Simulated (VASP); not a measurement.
Cu: single point with r2SCAN

Cu:

```
Cu
1.0
     0.00000    1.78478    1.78478
     1.78478    0.00000    1.78478
     1.78478    1.78478    0.00000
Cu
1
Direct
  0.00000 0.00000 0.00000
```

```json
{
  "Program": "VASP 6.6.1",
  "Task": "single point",
  "Functional": "r2SCAN",
  "Potentials or basis": "VASP PAW PBE potentials, release 64 (Cu)",
  "Cutoff": "520 eV",
  "k mesh": "26 × 26 × 26",
  "Occupations": "fermi-dirac, width 0.1 eV",
  "Spin": "no spin polarisation",
  "Dipole correction": "no",
  "Further INCAR settings": "ALGO = Normal; EDIFF = 1e-06; NBANDS = 12"
}
```

```
Pressure               : 1.5 GPa
Band gap on the k mesh : zero (an odd number of electrons rules out a gap without spin polarisation)
```

Levels at points of the mesh, in eV from the Fermi level:
```
           k point  band 3  band 4  band 5  band 6  band 7  band 8  band 9  band 10
(0.00, 0.00, 0.00)   -3.28   -3.28   -2.41   -2.41   23.68   27.01   27.01    27.01
(0.50, 0.00, 0.00)   -3.33   -1.79   -1.79   -1.18    4.15   22.16   23.74    23.74
(0.50, 0.50, 0.00)   -1.82   -1.63   -1.63    1.54    7.68   14.05   14.05    18.50
```

Wall time 120 s on 1 thread of Intel(R) Xeon(R) 6975P-C (Granite Rapids), with other jobs on the host, peak memory 0.18 GiB.

Caveat: the PAW data sets were made with another functional, which shifts forces and pressure a little.
